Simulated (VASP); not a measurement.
# CaS (Fm-3m) in VASP: further runs, part 2 of 2

VASP 6.6.1.

## (3) Single point, PBEsol

This run uses another cell than the first one, of 22.35 Å³/atom, 0.988 times its volume.

Input file INCAR:

```
SYSTEM = CaS
PREC = Accurate
ENCUT = 500
EDIFF = 1E-6
ISMEAR = 0
SIGMA = 0.05
LREAL = .False.
LASPH = .True.
NELM = 120
ALGO = Normal
ISIF = 2
LWAVE = .False.
LCHARG = .False.
GGA = PS
NBANDS = 15
GGA_COMPAT = .False.
```

Input file KPOINTS:

```
regular mesh
0
Gamma
  6 6 6
  0 0 0
```

Input file POSCAR:

```
CaS
1.0
    0.0000000000      2.8167353679      2.8167353679
    2.8167353679      0.0000000000      2.8167353679
    2.8167353679      2.8167353679      0.0000000000
Ca S
1 1
Direct
    0.0000000000      0.0000000000      0.0000000000
    0.5000000000      0.5000000000      0.5000000000
```

Potentials or basis: VASP PAW PBE potentials, release 64 (Ca_sv, S).

Command:

```console
> cat potpaw_PBE.64/Ca_sv/POTCAR potpaw_PBE.64/S/POTCAR > POTCAR
> mpirun -np 1 vasp_std > vasp.out
```

OUTCAR:

```text
SYSTEM = CaS
   PREC = Accurate
   ENCUT = 500
   EDIFF = 1E-6
   ISMEAR = 0
   LREAL = .False.
   LASPH = .True.
   NELM = 120
   ISIF = 2
   GGA = PS

 ion  position               nearest neighbor table
   1  0.000  0.000  0.000-   2 2.82   2 2.82   2 2.82   2 2.82   2 2.82   2 2.82
   2  0.500  0.500  0.500-   1 2.82   1 2.82   1 2.82   1 2.82   1 2.82   1 2.82

  LATTYP: Found a face centered cubic cell.
 ALAT       =     5.6334707358

  Lattice vectors:

 A1 = (   0.0000000000,   2.8167353679,   2.8167353679)
 A2 = (   2.8167353679,   0.0000000000,   2.8167353679)
 A3 = (   2.8167353679,   2.8167353679,   0.0000000000)

Analysis of symmetry for initial positions (statically):
=====================================================================
 Subroutine PRICEL returns:
 Original cell was already a primitive cell.

 Routine SETGRP: Setting up the symmetry group for a
 face centered cubic supercell.

 Subroutine GETGRP returns: Found 48 space group operations
 (whereof 48 operations were pure point group operations)
 out of a pool of 48 trial point group operations.

The static configuration has the point symmetry O_h .

Analysis of symmetry for dynamics (positions and initial velocities):
=====================================================================
 Subroutine PRICEL returns:
 Original cell was already a primitive cell.

 Routine SETGRP: Setting up the symmetry group for a
 face centered cubic supercell.

 Subroutine GETGRP returns: Found 48 space group operations
 (whereof 48 operations were pure point group operations)
 out of a pool of 48 trial point group operations.

The dynamic configuration has the point symmetry O_h .

 Subroutine INISYM returns: Found 48 space group operations
 (whereof 48 operations are pure point group operations),
 and found     1 'primitive' translations

----------------------------------------------------------------------------------------

                                     Primitive cell

  volume of cell :      44.6959

  direct lattice vectors                    reciprocal lattice vectors
     0.000000000  2.816735368  2.816735368    -0.177510463  0.177510463  0.177510463
     2.816735368  0.000000000  2.816735368     0.177510463 -0.177510463  0.177510463
     2.816735368  2.816735368  0.000000000     0.177510463  0.177510463 -0.177510463

  length of vectors
     3.983465359  3.983465359  3.983465359     0.307457141  0.307457141  0.307457141

  position of ions in fractional coordinates (direct lattice)
     0.000000000  0.000000000  0.000000000
     0.500000000  0.500000000  0.500000000

  ion indices of the primitive-cell ions
   primitive index   ion index
                 1           1
                 2           2

----------------------------------------------------------------------------------------

 KPOINTS: regular mesh

Automatic generation of k-mesh.
 Grid dimensions read from file:
 generate k-points for:    6    6    6

 Generating k-lattice:

  Cartesian coordinates                     Fractional coordinates (reciprocal lattice)
    -0.029585077  0.029585077  0.029585077     0.166666667  0.000000000  0.000000000
[... 32 lines left out ...]
   k-points           NKPTS =     16   k-points in BZ     NKDIM =     16   number of bands    NBANDS=     15
   number of dos      NEDOS =    301   number of ions     NIONS =      2
   total plane-waves  NPLWV =  27000
   dimension x,y,z NGX =    30 NGY =   30 NGZ =   30
   dimension x,y,z NGXF=    60 NGYF=   60 NGZF=   60
   ions per type =               1   1
   NGX,Y,Z   is equivalent  to a cutoff of  12.52, 12.52, 12.52 a.u.
   NGXF,Y,Z  is equivalent  to a cutoff of  25.04, 25.04, 25.04 a.u.
 SYSTEM =  CaS
   PREC   = accura    normal or accurate (medium, high low for compatibility)
   ISTART =      0    job   : 0-new  1-cont  2-samecut
   ICHARG =      2    charge: 1-file 2-atom 10-const
   ISPIN  =      1    spin polarized calculation?
   LNONCOLLINEAR =      F non collinear calculations
   LSORBIT =      F    spin-orbit coupling
   LASPH  =      T    aspherical Exc in radial PAW
   ENCUT  =  500.0 eV  36.75 Ry    6.06 a.u.   7.26  7.26  7.26*2*pi/ulx,y,z
   NELM   =    120;   NELMIN=  2; NELMDL= -5     # of ELM steps
   EDIFF  = 0.1E-05   stopping-criterion for ELM
   LREAL  =      F    real-space projection
   EDIFFG = 0.1E-04   stopping-criterion for IOM
   NSW    =      0    number of steps for IOM
   IBRION =     -1    ionic relax: 0-MD 1-quasi-New 2-CG
   NFREE  =      0    steps in history (QN), initial steepest desc. (CG)
   ISIF   =      2    stress and relaxation
   ISYM   =      2    0-nonsym 1-usesym 2-fastsym
   POTIM  = 0.5000    time-step for ionic-motion
   TEBEG  =    0.0;   TEEND  =   0.0 temperature during run
   PSTRESS=    0.0 pullay stress
   NELECT =      16.0000    total number of electrons
   NUPDOWN=      -1.0000    fix difference up-down
   EMIN   =  10.00;   EMAX   =-10.00  energy-range for DOS
   EFERMI =   0.00;   METHOD = LEGACY
   ISMEAR =     0;   SIGMA  =   0.05  broadening in eV -4-tet -1-fermi 0-gaus
   EFERMI_NEDOS =   21; number of points for ismear=-14 and -15
   IALGO  =     38    algorithm
   IMIX   =      4    mixing-type and parameters
     AMIX     =   0.40;   BMIX     =  1.00
     AMIX_MAG =   1.60;   BMIX_MAG =  1.00
  volume/ion in A,a.u.               =      22.35       150.81
  Fermi-wavevector in a.u.,A,eV,Ry     =   1.162409  2.196634 18.384104  1.351194
  Thomas-Fermi vector in A             =   2.298970
   LORBIT       =      0    0 simple, 1 ext, 2 COOP (PROOUT), +10 PAW based schemes
   GGA     = PS    functional components
   LHFCALC =     F    Hartree Fock is set to
   AEXX    =    0.0000 exact exchange contribution
   IVDW    =     0    specifies the selected vdW correction
   LEPSILON=     F    determine dielectric tensor
   LRPA    =     F    only Hartree local field effects (RPA)
 non-spin polarized calculation
 Gauss-broadening in eV      SIGMA  =   0.05
  energy-cutoff  :      500.00
  volume of cell :       44.70
 maximum number of plane-waves:      1158
 NGX is ok and might be reduce to    30
   NGX = 15   NGY = 15   NGZ = 15

 number of electron      16.0000000 magnetization

 Free energy of the ion-electron system (eV)
  ---------------------------------------------------
  ext. energy  EPLUGINS =         0.00000000
  ---------------------------------------------------
  free energy    TOTEN  =       -10.91532463 eV

  energy without entropy =      -10.91532463  energy(sigma->0) =      -10.91532463

 E-fermi :   3.1700     XC(G=0):  -9.6482

 val. band max:        2.8857004286   @ k =   0.0000   0.0000   0.0000
 cond. band min:       5.0378603182   @ k =   0.5000   0.5000   0.0000
 fundamental gap:      2.1521598896
 Fermi energy:         3.1700408420

 k-point     1 :       0.0000    0.0000    0.0000
  band No.  band energies     occupation
      1     -36.0008      2.00000
      2     -17.0671      2.00000
      3     -17.0671      2.00000
      4     -17.0671      2.00000
      5      -8.5552      2.00000
      6       2.8857      2.00000
      7       2.8857      2.00000
      8       2.8857      2.00000
      9       6.9603      0.00000
     10       6.9603      0.00000
     11       6.9603      0.00000
     12       7.0585      0.00000
     13       7.6185      0.00000
     14       7.6185      0.00000
[... 257 lines left out ...]
      2     -17.1916      2.00000
      3     -17.1472      2.00000
      4     -17.1347      2.00000
      5      -7.7796      2.00000
      6       0.7158      2.00000
      7       1.3941      2.00000
      8       1.4177      2.00000
      9       6.4442      0.00000
     10       8.8244      0.00000
     11       8.8296      0.00000
     12       9.5272      0.00000
     13       9.7957      0.00000
     14      10.8635      0.00000
     15      12.9814      0.00000

------------------------ aborting loop because EDIFF is reached ----------------------------------------

  FORCE on cell =-STRESS in cart. coord.  units (eV):
  Direction    XX          YY          ZZ          XY          YZ          ZX
  --------------------------------------------------------------------------------------
  -------------------------------------------------------------------------------------
  Total        0.0529978      0.0529978      0.0529978     -0.0000000     -0.0000000     -0.0000000
  in kB        1.8997675      1.8997675      1.8997675     -0.0000000     -0.0000000     -0.0000000
  external PRESSURE =       1.8997675 kB  Pullay stress =       0.0000000 kB

 VOLUME and BASIS-vectors are now :
 -----------------------------------------------------------------------------
  energy-cutoff  :      500.00
  volume of cell :       44.70
      direct lattice vectors                 reciprocal lattice vectors
     0.000000000  2.816735368  2.816735368    -0.177510463  0.177510463  0.177510463
     2.816735368  0.000000000  2.816735368     0.177510463 -0.177510463  0.177510463
     2.816735368  2.816735368  0.000000000     0.177510463  0.177510463 -0.177510463

 POSITION                                       TOTAL-FORCE (eV/Angst)
 -----------------------------------------------------------------------------------
      0.00000      0.00000      0.00000         0.000000     -0.000000     -0.000000
      2.81674      2.81674      2.81674        -0.000000      0.000000      0.000000
 -----------------------------------------------------------------------------------
    total drift:                               -0.000000      0.000000      0.000000

  FREE ENERGIE OF THE ION-ELECTRON SYSTEM (eV)
  ---------------------------------------------------
  free  energy   TOTEN  =       -10.9153246336 eV

  energy  without entropy=      -10.9153246336  energy(sigma->0) =      -10.91532463
```

OSZICAR:

```text
N       E                     dE             d eps       ncg     rms          rms(c)
DAV:   1     0.103941894972E+03    0.10394E+03   -0.74872E+03   480   0.984E+02
DAV:   2    -0.642680565132E+01   -0.11037E+03   -0.10420E+03   599   0.247E+02
DAV:   3    -0.109141227781E+02   -0.44873E+01   -0.44455E+01   648   0.476E+01
DAV:   4    -0.111407601921E+02   -0.22664E+00   -0.22656E+00   671   0.913E+00
DAV:   5    -0.111424004024E+02   -0.16402E-02   -0.16402E-02   648   0.895E-01    0.490E+00
DAV:   6    -0.109291849688E+02    0.21322E+00   -0.30305E-01   578   0.305E+00    0.314E+00
DAV:   7    -0.109140624033E+02    0.15123E-01   -0.87003E-02   626   0.193E+00    0.148E+00
DAV:   8    -0.109154229405E+02   -0.13605E-02   -0.13096E-02   564   0.979E-01    0.215E-01
DAV:   9    -0.109151975343E+02    0.22541E-03   -0.80886E-04   592   0.273E-01    0.673E-02
DAV:  10    -0.109153144854E+02   -0.11695E-03   -0.15941E-04   619   0.874E-02    0.163E-02
DAV:  11    -0.109153248977E+02   -0.10412E-04   -0.22609E-05   571   0.468E-02    0.129E-02
DAV:  12    -0.109153246336E+02    0.26411E-06   -0.16007E-06   496   0.847E-03
   1 F= -.10915325E+02 E0= -.10915325E+02  d E =-.353229E-17
```

stdout:

```text
POSCAR found type information on POSCAR CaS
 POSCAR found :  2 types and       2 ions
 scaLAPACK will be used
 -----------------------------------------------------------------------------
|                                                                             |
|                                                                             |
|     You enforced a specific xc type in the INCAR file but a different       |
|     I HOPE YOU KNOW WHAT YOU ARE DOING!                                     |
|                                                                             |
 -----------------------------------------------------------------------------

 LDA part: xc-table for (Slater+PW92), standard interpolation
 POSCAR, INCAR and KPOINTS ok, starting setup
 FFT: planning ... GRIDC
 FFT: planning ... GRID_SOFT
 FFT: planning ... GRID
 WAVECAR not read
 entering main loop
```

Wall time 12 s (1 thread of AMD EPYC 7R43 (Zen 3), shared host); peak memory 0.13 GiB.

What came out:

| Item | Value |
| --- | --- |
| Free energy | -10.9153 eV |
| Pressure | 0.2 GPa |
| Band gap on the k mesh | 2.15 eV, indirect (least direct gap 3.00 eV) |

Levels at points of the mesh, in eV from the valence-band top:
```
           k point  band 5  band 6  band 7  band 8  band 9  band 10  band 11  band 12
(0.00, 0.00, 0.00)  -11.44    0.00    0.00    0.00    4.07     4.07     4.07     4.17
(0.50, 0.00, 0.00)  -10.54   -3.28   -1.25   -1.25    5.12     6.12     6.26     6.26
(0.50, 0.50, 0.00)  -10.77   -2.39   -0.84   -0.84    2.15     5.64     6.05     6.90
```

Caveat: the PAW data sets were made with another functional, which shifts forces and pressure a little. PBEsol gaps usually lie below the measured ones, often by a third to a half.

## (4) Single point, PBEsol (volume scaled by 0.948 of the coarse rest volume)

Input file INCAR:

```
SYSTEM = CaS
PREC = Accurate
ENCUT = 500
EDIFF = 1E-6
ISMEAR = 0
SIGMA = 0.02
LREAL = .FALSE.
LASPH = .TRUE.
NELM = 120
ALGO = Normal
ISIF = 2
LWAVE = .FALSE.
LCHARG = .FALSE.
GGA = PS
NBANDS = 15
GGA_COMPAT = .FALSE.
```

Input file KPOINTS:

```
Automatic mesh
0
G
  8 8 8
  0 0 0
```

Input file POSCAR:

```
CaS
1.0
    0.0000000000      2.7670000000      2.7670000000
    2.7670000000      0.0000000000      2.7670000000
    2.7670000000      2.7670000000      0.0000000000
Ca S
1 1
Direct
    0.0000000000      0.0000000000      0.0000000000
    0.5000000000      0.5000000000      0.5000000000
```

Command:

```console
> cat potpaw_PBE.64/Ca_sv/POTCAR potpaw_PBE.64/S/POTCAR > POTCAR
> mpirun -np 1 vasp_std > vasp.out
```

It took 19 s on 1 thread of AMD EPYC 7R43 (Zen 3), shared host; peak memory 0.14 GiB.

The run converged. Its results:

- Free energy: -10.8865 eV
- Pressure: 3.9 GPa
- Band gap on the k mesh: 2.00 eV, indirect (least direct gap 2.88 eV)

Levels at points of the mesh, in eV from the valence-band top:
```
           k point  band 6  band 7  band 8  band 9  band 10  band 11
(0.00, 0.00, 0.00)    0.00    0.00    0.00    4.04     4.04     4.04
(0.50, 0.00, 0.00)   -3.48   -1.37   -1.37    5.22     6.30     6.42
(0.50, 0.50, 0.00)   -2.50   -0.88   -0.88    2.00     5.73     6.32
```

Caveat: the cell differs from its parent crystal (volume scaled by 0.948 of the coarse rest volume); the PAW data sets were made with another functional, which shifts forces and pressure a little.

## (5) Summary

```csv
cell,k mesh,smearing,gap on the mesh (eV),pressure (GPa)
"a = 4.000 Å, angles 60.0°, 2 atoms",6 × 6 × 6,gaussian 0.05 eV,2.18,-0.6
"a = 3.983 Å, angles 60.0°, 2 atoms",6 × 6 × 6,gaussian 0.05 eV,2.15,0.2
"a = 3.913 Å, angles 60.0°, 2 atoms",8 × 8 × 8,gaussian 0.02 eV,2.00,3.9
```

Alike in all rows: task single point; level PBEsol; potentials or basis VASP PAW PBE potentials, release 64 (Ca_sv, S); no spin polarisation; cutoff (eV) 500.

Caveats: the PAW data sets were made with another functional, which shifts forces and pressure a little.

Absolute energies hang on the potentials; compare differences alone.
